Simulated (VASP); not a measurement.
Crystal: Al5P2.

```
Al P
1.0
     3.71341   -0.00793    0.01026
    -0.00793    3.78220    0.02452
     0.02684    0.06417   10.24533
Al P
5 2
Direct
  0.00069 0.00142 0.00375
  0.49578 0.51467 0.70949
  0.50059 0.50912 0.28936
  0.49388 0.00065 0.51717
  0.98524 0.51109 0.48588
  0.50924 0.98860 0.13384
  0.01456 0.47444 0.86051
```

| Quantity | Value |
| --- | --- |
| Program | VASP 6.6.1 |
| Task | relaxation of cell and atoms |
| Functional | PBE |
| Potentials or basis | VASP PAW PBE potentials, release 64 (Al, P) |
| Cutoff | 600 eV |
| k mesh | 6 × 6 × 2 |
| Occupations | gaussian, width 0.2 eV |
| Spin | no spin polarisation |

At the start: pressure 0.6 GPa; volume 20.56 Å³/atom.

Task: How do energy, volume and symmetry change on relaxing?

Result: Over 16 steps the energy falls by 47.0 meV/atom and the volume is 20.70 Å³/atom (+0.7 %); space group P1 (No. 1, to 0.1 Å) before, P-4m2 (No. 115, to 0.1 Å).

The path:
```
step  energy change (eV)  largest force (eV/Å)  pressure (GPa)  volume (Å³)
   1              0.0000                1.7458            0.61       143.89
   2             -0.2928                0.2872           -0.54       145.43
   3             -0.2930                0.2793           -0.55       145.47
   4             -0.3129                0.1845            0.22       144.05
   5             -0.3132                0.1718            0.34       143.85
   6             -0.3184                0.1228            0.02       144.51
   7             -0.3193                0.1546           -0.17       144.93
   8             -0.3229                0.0886           -0.09       144.82
   9             -0.3242                0.1060            0.00       144.70
  10             -0.3266                0.0676            0.07       144.61
  11             -0.3269                0.0693            0.11       144.57
  12             -0.3280                0.0494           -0.07       144.96
  13             -0.3280                0.0479           -0.11       145.04
  14             -0.3285                0.0302            0.03       144.80
  15             -0.3285                0.0305            0.03       144.79
  16             -0.3287                0.0211            0.00       144.88
```

Final structure:
```
Al P
1.0
     3.79452   -0.00015    0.00645
    -0.00043    3.79440    0.00467
     0.01364    0.00801   10.06231
Al P
5 2
Direct
  0.00231 0.99715 0.00007
  0.50391 0.50080 0.71612
  0.49808 0.49790 0.28394
  0.49549 0.00347 0.52296
  0.99570 0.50434 0.47683
  0.50134 0.99839 0.14127
  0.00317 0.49795 0.85880
```
